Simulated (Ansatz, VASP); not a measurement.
# SrO: VASP beside Ansatz

POSCAR

```
SrO
1.0
    0.0000000000      2.5632154700      2.5632154700
    2.5632154700      0.0000000000      2.5632154700
    2.5632154700      2.5632154700      0.0000000000
Sr O
1 1
Direct
    0.5000000000      0.5000000000      0.5000000000
    0.0000000000      0.0000000000      0.0000000000
```

File INCAR.step1:

```
ALGO = Normal
EDIFF = 1E-4
ENCUT = 520
GGA = PE
ISMEAR = -1
LASPH = True
LCHARG = False
LREAL = False
LWAVE = True
NELM = 80
PREC = Accurate
SIGMA = 0.02
```

The input INCAR.step2:

```
ALGO = Normal
EDIFF = 1E-6
EDIFFG = -0.01
ENCUT = 520
IBRION = 2
ISIF = 2
ISMEAR = -1
ISTART = 1
LASPH = True
LCHARG = False
LMIXTAU = True
LREAL = False
LWAVE = False
METAGGA = R2SCAN
NELM = 80
NSW = 50
PREC = Accurate
SIGMA = 0.02
```

File KPOINTS:

```
k-points
0
Gamma
  10 10 10
```

Input for Ansatz:

```yaml
crystal:
  lattice:
    - [0.0, 2.56321547, 2.56321547]
    - [2.56321547, 0.0, 2.56321547]
    - [2.56321547, 2.56321547, 0.0]
  atoms:
    - { symbol: Sr, position: [0.5, 0.5, 0.5] }
    - { symbol: O, position: [0.0, 0.0, 0.0] }
  symmetry: { tolerance: 0.0003 }
hamiltonian:
  xc: r2scan
  pseudopotentials: { kind: paw, azcp: { folder: soft_1 } }
basis:
  ecutwfc: 500
magnetization:
  spin_polarized: false
scf:
  occupations: { method: fermi_dirac, width: 0.02 }
kpoints:
  mp_grid: { grid: [10, 10, 10], shift: [0, 0, 0] }
  band_path:
    path:
      - [0.0, 0.0, 0.0]
      - [0.5, 0.0, 0.5]
      - [0.625, 0.25, 0.625]
      - [0.375, 0.375, 0.75]
      - [0.0, 0.0, 0.0]
      - [0.5, 0.5, 0.5]
      - [0.5, 0.25, 0.75]
      - [0.5, 0.0, 0.5]
    npoints: 10
output:
  forces: true
  stress: true
  eigenvalues: true
  write_potential: true
  elf: true
  volumetric_format: npy
  dos: { e_range: [-12, 8], de: 0.05 }
relax:
  max_steps: 30
```

Alike in both runs: task relaxation of the atoms; functional r2SCAN; k mesh 10 × 10 × 10; occupations fermi-dirac, width 0.02 eV; no spin polarisation.

```csv
,VASP,Ansatz
version,VASP 6.6.1,Ansatz 0.2.0
potentials or method,"VASP PAW PBE potentials, release 64 (Sr_sv, O), cutoff 520 eV",PAW plane waves
valence electrons in the cell,16,16
```

VASP gave:

| Property | Result |
| --- | --- |
| gap on the k mesh at the Fermi level, each at its own relaxed structure (eV) | 3.74 |

Which values does Ansatz return?

gap on the k mesh at the Fermi level, each at its own relaxed structure (eV): 3.79.

VASP's potentials were made for PBE, not for r2SCAN. Ansatz's warnings: stress scf threshold loose.

Noted on VASP's run: the relaxation stopped at its first step, so nothing moved.
